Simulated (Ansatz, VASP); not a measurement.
## One calculation of Mg, two programs

The input INCAR:

```
  PREC = Accurate
  ENCUT = 520
  EDIFF = 1E-6
  ISMEAR = -1
  SIGMA = 0.1
  LREAL = F
  LASPH = T
  NELM = 100
  ALGO = Normal
  ISIF = 2
  LWAVE = F
  LCHARG = F
  GGA = PS
  NBANDS = 7
```

File KPOINTS:

```
Automatic mesh
0
Gamma
  12 12 12
```

Contents of POSCAR:

```
Mg
1.0
    3.0352533745      0.0000000000      0.0000000000
    0.0000000000      3.0352533745      0.0000000000
    0.0000000000      0.0000000000      3.0352533745
Mg
1
Direct
    0.0000000000      0.0000000000      0.0000000000
```

Input for Ansatz:

```yaml
crystal:
  lattice:
    - [3.0352533745, 0.0, 0.0]
    - [0.0, 3.0352533745, 0.0]
    - [0.0, 0.0, 3.0352533745]
  atoms:
    - { symbol: Mg, position: [0.0, 0.0, 0.0] }
hamiltonian:
  xc: pbesol
  pseudopotentials:
    kind: paw
    azcp:
      Mg: "pseudopotentials/Mg.paw.azcp"
basis:
  ecutwfc: 420
  fft_grid_basis: typed
kpoints:
  mp_grid: { grid: [12, 12, 12], shift: [0, 0, 0] }
magnetization:
  spin_polarized: false
scf:
  occupations: { method: fermi_dirac, width: 0.1 }
  lower_state_search: "off"
output:
  stress: true
```

Alike in both runs: task single point; functional PBEsol; k mesh 12 × 12 × 12; occupations fermi-dirac, width 0.1 eV; no spin polarisation.

|  | VASP | Ansatz |
| --- | --- | --- |
| version | VASP 6.6.1 | Ansatz 0.2.0 |
| potentials or method | VASP PAW PBE potentials, release 64 (Mg), cutoff 520 eV | plane waves (420 eV) with PAW, scalar-relativistic |
| valence electrons in the cell | 2 | 10 |

VASP gave:

| Property | Result |
| --- | --- |
| pressure (GPa) | -0.9 |

Q: Which values does Ansatz return?

A: Pressure (GPa): -0.8.

VASP's potentials were made for PBE, not for PBEsol, and Ansatz warns of the same on its side. With one functional, cell and mesh, what is left measures potentials, basis and numerics. VASP's potentials hold 2 valence electrons a cell and Ansatz's 10, so a difference there can come from the potentials and not from the codes.
